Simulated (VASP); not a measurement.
# Cu in VASP: single point with PBE+D3(BJ)

Aim: the single point of Cu with PBE+D3(BJ).

Everything below comes from runs of VASP 6.6.1. Logs are shortened: lines on timing, memory, paths and dates and some standing lists are left out, and cuts for length are marked.

**1. The cell of the first run**

The cell holds a molecule in a box, 1 atom: a = 15.000 Å, b = 15.500 Å, c = 16.000 Å, α = 90.00°, β = 90.00°, γ = 90.00°.

**2. Single point, PBE+D3(BJ), collinear spin, ferromagnetic start**

Input file INCAR:

```
PREC = Accurate ; ENCUT = 520
EDIFF = 1E-6 ; ISMEAR = 0
SIGMA = 0.005 ; LREAL = F
LASPH = T ; NELM = 150
ALGO = Normal ; ISIF = 2
LWAVE = F ; LCHARG = F
ISPIN = 2 ; MAGMOM = 1
LORBIT = 11 ; LMAXMIX = 4
GGA = PE ; IVDW = 12
ISYM = 0 ; NBANDS = 16
```

Input file KPOINTS:

```
regular mesh
0
Gamma
  1 1 1
```

Input file POSCAR:

```
Cu
1.0
   15.0000000000      0.0000000000      0.0000000000
    0.0000000000     15.5000000000      0.0000000000
    0.0000000000      0.0000000000     16.0000000000
Cu
1
Direct
    0.5000000000      0.5000000000      0.5000000000
```

Potentials or basis: VASP PAW PBE potentials, release 64 (Cu).

Launch:

```sh
cat potpaw_PBE.64/Cu/POTCAR > POTCAR
mpirun -np 1 vasp_gam > vasp.out
```

OUTCAR:

```text
PREC = Accurate
   ENCUT = 520
   EDIFF = 1E-6
   ISMEAR = 0
   LREAL = F
   LASPH = T
   NELM = 150
   ISIF = 2
   ISPIN = 2
   LORBIT = 11
   GGA = PE
   IVDW = 12
   ISYM = 0
 IVDW          = 12

 ion  position               nearest neighbor table
   1  0.500  0.500  0.500-

IMPORTANT INFORMATION: All symmetrisations will be switched off!
NOSYMM: (Re-)initialisation of all symmetry stuff for point group C_1.

----------------------------------------------------------------------------------------

                                     Primitive cell

  volume of cell :    3720.0000

  direct lattice vectors                    reciprocal lattice vectors
    15.000000000  0.000000000  0.000000000     0.066666667  0.000000000  0.000000000
     0.000000000 15.500000000  0.000000000     0.000000000  0.064516129  0.000000000
     0.000000000  0.000000000 16.000000000     0.000000000  0.000000000  0.062500000

  length of vectors
    15.000000000 15.500000000 16.000000000     0.066666667  0.064516129  0.062500000

  position of ions in fractional coordinates (direct lattice)
     0.500000000  0.500000000  0.500000000

  ion indices of the primitive-cell ions
   primitive index   ion index
                 1           1

----------------------------------------------------------------------------------------

 KPOINTS: regular mesh

Automatic generation of k-mesh.
 Grid dimensions read from file:
 generate k-points for:    1    1    1

 Generating k-lattice:

  Cartesian coordinates                     Fractional coordinates (reciprocal lattice)
     0.066666667  0.000000000  0.000000000     1.000000000  0.000000000  0.000000000
     0.000000000  0.064516129  0.000000000     0.000000000  1.000000000  0.000000000
     0.000000000  0.000000000  0.062500000     0.000000000  0.000000000  1.000000000

  Length of vectors
     0.066666667  0.064516129  0.062500000

  Shift w.r.t. Gamma in fractional coordinates (k-lattice)
     0.000000000  0.000000000  0.000000000

 Subroutine IBZKPT returns following result:
 ===========================================

 Found      1 irreducible k-points:

 Following reciprocal coordinates:
            Coordinates               Weight
  0.000000  0.000000  0.000000      1.000000
   k-points           NKPTS =      1   k-points in BZ     NKDIM =      1   number of bands    NBANDS=     16
   number of dos      NEDOS =    301   number of ions     NIONS =      1
   total plane-waves  NPLWV = ******
   dimension x,y,z NGX =   112 NGY =  120 NGZ =  120
   dimension x,y,z NGXF=   224 NGYF=  240 NGZF=  240
   ions per type =               1
   NGX,Y,Z   is equivalent  to a cutoff of  12.41, 12.87, 12.47 a.u.
   NGXF,Y,Z  is equivalent  to a cutoff of  24.83, 25.74, 24.94 a.u.
 SYSTEM =  unknown system
   PREC   = accura    normal or accurate (medium, high low for compatibility)
   ISTART =      0    job   : 0-new  1-cont  2-samecut
   ICHARG =      2    charge: 1-file 2-atom 10-const
   ISPIN  =      2    spin polarized calculation?
   LNONCOLLINEAR =      F non collinear calculations
   LSORBIT =      F    spin-orbit coupling
   LASPH  =      T    aspherical Exc in radial PAW
   ENCUT  =  520.0 eV  38.22 Ry    6.18 a.u.  27.89 28.82 29.75*2*pi/ulx,y,z
   NELM   =    150;   NELMIN=  2; NELMDL= -5     # of ELM steps
   EDIFF  = 0.1E-05   stopping-criterion for ELM
   LREAL  =      F    real-space projection
   EDIFFG = 0.1E-04   stopping-criterion for IOM
   NSW    =      0    number of steps for IOM
   IBRION =     -1    ionic relax: 0-MD 1-quasi-New 2-CG
   NFREE  =      0    steps in history (QN), initial steepest desc. (CG)
   ISIF   =      2    stress and relaxation
   ISYM   =      0    0-nonsym 1-usesym 2-fastsym
   POTIM  = 0.5000    time-step for ionic-motion
   TEBEG  =    0.0;   TEEND  =   0.0 temperature during run
   PSTRESS=    0.0 pullay stress
   NELECT =      11.0000    total number of electrons
   NUPDOWN=      -1.0000    fix difference up-down
   EMIN   =  10.00;   EMAX   =-10.00  energy-range for DOS
   EFERMI =   0.00;   METHOD = LEGACY
   ISMEAR =     0;   SIGMA  =   0.01  broadening in eV -4-tet -1-fermi 0-gaus
   EFERMI_NEDOS =   21; number of points for ismear=-14 and -15
   IALGO  =     38    algorithm
   IMIX   =      4    mixing-type and parameters
     AMIX     =   0.40;   BMIX     =  1.00
     AMIX_MAG =   1.60;   BMIX_MAG =  1.00
  volume/ion in A,a.u.               =    3720.00     25103.80
  Fermi-wavevector in a.u.,A,eV,Ry     =   0.234977  0.444042  0.751233  0.055214
  Thomas-Fermi vector in A             =   1.033633
   LORBIT       =     11    0 simple, 1 ext, 2 COOP (PROOUT), +10 PAW based schemes
   GGA     = PE    functional components
   LHFCALC =     F    Hartree Fock is set to
   AEXX    =    0.0000 exact exchange contribution
   IVDW    =    12    specifies the selected vdW correction
   LEPSILON=     F    determine dielectric tensor
   LRPA    =     F    only Hartree local field effects (RPA)
 spin polarized calculation
 Gauss-broadening in eV      SIGMA  =   0.01
  energy-cutoff  :      520.00
  volume of cell :     3720.00
 maximum number of plane-waves:     50071
 NGX is ok and might be reduce to   112
   NGX = 55   NGY = 57   NGZ = 59

 number of electron      11.0000011 magnetization       1.0000000

 Free energy of the ion-electron system (eV)
  ---------------------------------------------------
  ext. energy  EPLUGINS =         0.00000000
  ---------------------------------------------------
  free energy    TOTEN  =        -0.24259367 eV

  energy without entropy =       -0.24259367  energy(sigma->0) =       -0.24259367

 E-fermi :  -4.8148     XC(G=0):  -0.2400

 val. band max:       -4.8500166735   @ k =   0.0000   0.0000   0.0000
 cond. band min:      -4.0190099669   @ k =   0.0000   0.0000   0.0000
 fundamental gap:      0.8310067065
 Fermi energy:        -4.8148285757

 spin component 1

 k-point     1 :       0.0000    0.0000    0.0000
  band No.  band energies     occupation
      1      -5.0168      1.00000
      2      -5.0168      1.00000
      3      -5.0168      1.00000
      4      -5.0168      1.00000
      5      -5.0168      1.00000
      6      -4.9608      1.00000
[... 8 lines left out ...]
     15       0.6573      0.00000
     16       0.6968      0.00000
 Fermi energy:        -4.8148285757

 spin component 2

 k-point     1 :       0.0000    0.0000    0.0000
  band No.  band energies     occupation
      1      -4.8500      1.00000
      2      -4.8500      1.00000
      3      -4.8500      1.00000
      4      -4.8500      1.00000
      5      -4.8500      1.00000
      6      -4.0190      0.00000
[... 8 lines left out ...]
     15       0.7487      0.00000
     16       0.7879      0.00000

------------------------ aborting loop because EDIFF is reached ----------------------------------------

 Edisp (eV)   -0.00006

 E8    (eV) :    -0.0000

  FORCE on cell =-STRESS in cart. coord.  units (eV):
  Direction    XX          YY          ZZ          XY          YZ          ZX
  --------------------------------------------------------------------------------------
  -------------------------------------------------------------------------------------
  Total      -0.00950    -0.00617    -0.00895     0.00000    -0.00000     0.00000
  in kB      -0.00409    -0.00266    -0.00385     0.00000    -0.00000     0.00000
  external pressure =       -0.00 kB  Pullay stress =        0.00 kB

 VOLUME and BASIS-vectors are now :
 -----------------------------------------------------------------------------
  energy-cutoff  :      520.00
  volume of cell :     3720.00
      direct lattice vectors                 reciprocal lattice vectors
    15.000000000  0.000000000  0.000000000     0.066666667  0.000000000  0.000000000
     0.000000000 15.500000000  0.000000000     0.000000000  0.064516129  0.000000000
     0.000000000  0.000000000 16.000000000     0.000000000  0.000000000  0.062500000

 POSITION                                       TOTAL-FORCE (eV/Angst)
 -----------------------------------------------------------------------------------
      7.50000      7.75000      8.00000        -0.000000     -0.000001      0.000000
 -----------------------------------------------------------------------------------
    total drift:                               -0.000000     -0.000001      0.000000

  FREE ENERGIE OF THE ION-ELECTRON SYSTEM (eV)
  ---------------------------------------------------
  free  energy   TOTEN  =        -0.2426573687 eV

  energy  without entropy=       -0.2426573687  energy(sigma->0) =       -0.24265737

 total charge

# of ion       s       p       d       tot
------------------------------------------
    1        0.348   0.000   9.430   9.779

 magnetization (x)

# of ion       s       p       d       tot
------------------------------------------
    1        0.348   0.000  -0.039   0.309
```

It took 7.1 min on 1 thread of AMD EPYC 7R13 (Zen 3), shared host; peak memory 3.3 GiB.

Results:

- Free energy: -0.2427 eV
- Gap between the frontier levels: 0.83 eV
- Net moment: 1.00 μB per cell
- Site moments: Cu +0.31 μB
- Valence electrons inside the program's atomic spheres: Cu 9.78
- Dispersion energy per atom: 0.000 eV
